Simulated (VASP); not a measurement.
A run of VASP 6.6.1 is set up as follows.

The input INCAR:

```
ALGO = Normal
EDIFF = 1E-6
ENCUT = 520
GGA = PS
ISIF = 2
ISMEAR = 0
LASPH = T
LCHARG = F
LREAL = F
LWAVE = F
NBANDS = 26
NELM = 100
PREC = Accurate
SIGMA = 0.05
```

The input KPOINTS:

```
k-points
0
Gamma
  12 12 4
```

Contents of POSCAR:

```
ZnO
1.0
    3.5418552532      0.0000000000      0.0000000000
   -1.7709276266      3.0673366258      0.0000000000
    0.0000000000      0.0000000000      6.1448280799
Zn O
2 2
Direct
    0.0000000000      0.0000000000      0.7500000000
    0.0000000000      0.0000000000      0.2500000000
    0.3333333333      0.6666666667      0.2500000000
    0.6666666667      0.3333333333      0.7500000000
```

Potentials or basis: VASP PAW PBE potentials, release 64 (Zn, O).

Launch:

```console
$ cat potpaw_PBE.64/Zn/POTCAR potpaw_PBE.64/O/POTCAR > POTCAR
$ mpirun -np 1 vasp_std > vasp.out
```

Problem. What does it give for the band gap on the k mesh?

Solution. 0.25 eV (least direct gap 0.26 eV).

Problem. Predict the pressure.

Solution. -18.0 GPa.

Stress tensor (GPa, compression positive):
```
-26.61   0.00   0.00
  0.00 -26.61   0.00
  0.00   0.00  -0.75
```

Caveat: the stress differs along the axes, from -27 to -1 GPa; semilocal functionals underestimate gaps, and a narrow one can read as zero; the PAW data sets were made with another functional, which shifts forces and pressure a little. A k mesh can miss the band edges.
